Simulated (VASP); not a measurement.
Here is a VASP 6.6.1 calculation.

File INCAR:

```
ALGO = Normal ; EDIFF = 1E-6
ENCUT = 520 ; GGA = PE
ISIF = 2 ; ISMEAR = 0
LASPH = True ; LCHARG = True
LELF = True ; LREAL = False
LVHAR = True ; LWAVE = False
NBANDS = 25 ; NELM = 100
PREC = Accurate ; SIGMA = 0.02
```

The input KPOINTS:

```
k-points
0
Gamma
  6 6 4
```

The input POSCAR:

```
CO2
1.0
    2.6381517545     -2.3651038821      0.0000000000
    2.6381517545      2.3651038821      0.0000000000
    0.0000000000      0.0000000000      6.6562085031
C O
2 4
Direct
    0.0000000000      0.0000000000      0.0000000000
    0.5000000000      0.5000000000      0.5000000000
    0.8211830227      0.1788169773      0.9070930384
    0.1788169773      0.8211830227      0.0929069616
    0.6788169773      0.3211830227      0.4070930384
    0.3211830227      0.6788169773      0.5929069616
```

Potentials or basis: VASP PAW PBE potentials, release 64 (C, O).

Launch:

```bash
$ cat potpaw_PBE.64/C/POTCAR potpaw_PBE.64/O/POTCAR > POTCAR
$ mpirun -np 1 vasp_std > vasp.out
```

(1) Predict the band gap on the k mesh.

(2) Predict the largest force.

## Answers

(1) 7.57 eV (least direct gap 8.11 eV).

(2) 20.470 eV/Å.

Caveat: the cell differs from its parent crystal (strained); forces of over 1 eV/Å act on the atoms, so gaps and moduli don't describe the material at rest.
